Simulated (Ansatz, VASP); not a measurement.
One calculation of Te, two programs

```xyz
3
Lattice="4.4540 0.0000 0.0000 -2.2270 3.8573 0.0000 0.0000 0.0000 5.9240" Properties=species:S:1:pos:R:3 pbc="T T T"
Te    1.6279    2.8197    0.0000
Te   -0.5991    1.0376    3.9493
Te    1.1981    0.0000    1.9747
```

Alike in both runs: task relaxation of cell and atoms; functional revPBE; dispersion D3(BJ); k mesh 7 × 7 × 5; occupations fermi-dirac, width 0.05 eV; no spin polarisation.

```csv
,VASP,Ansatz
version,VASP 6.6.1,Ansatz 0.2.0
potentials or method,"VASP PAW PBE potentials, release 64 (Te)",Ansatz PAW
plane-wave cutoff (eV),600,420
valence electrons in the cell,18,48
```

Ansatz gave:

| Item | Value |
| --- | --- |
| gap on the k mesh at the Fermi level, each at its own relaxed structure (eV) | 0.47 |
| relaxed volume (Å³/atom) | 31.06 |
| relaxed cell length with the largest relative difference (Å) | 4.249 |

Which values does VASP return?

gap on the k mesh at the Fermi level, each at its own relaxed structure (eV): 0.48; relaxed volume (Å³/atom): 31.03; relaxed cell length with the largest relative difference (Å): 4.245.

VASP's potentials were made for PBE, not for revPBE. VASP's potentials hold 18 valence electrons a cell and Ansatz's 48, so a difference there can come from the potentials and not from the codes.

Spin-orbit coupling is off throughout. Noted on Ansatz's run: odd divisions of the mesh miss points on the zone boundary, where band edges often lie, so the gap on the mesh can be too wide; the plane-wave basis is chosen anew once the cell has moved, so the energies of steps on either side of that aren't comparable.
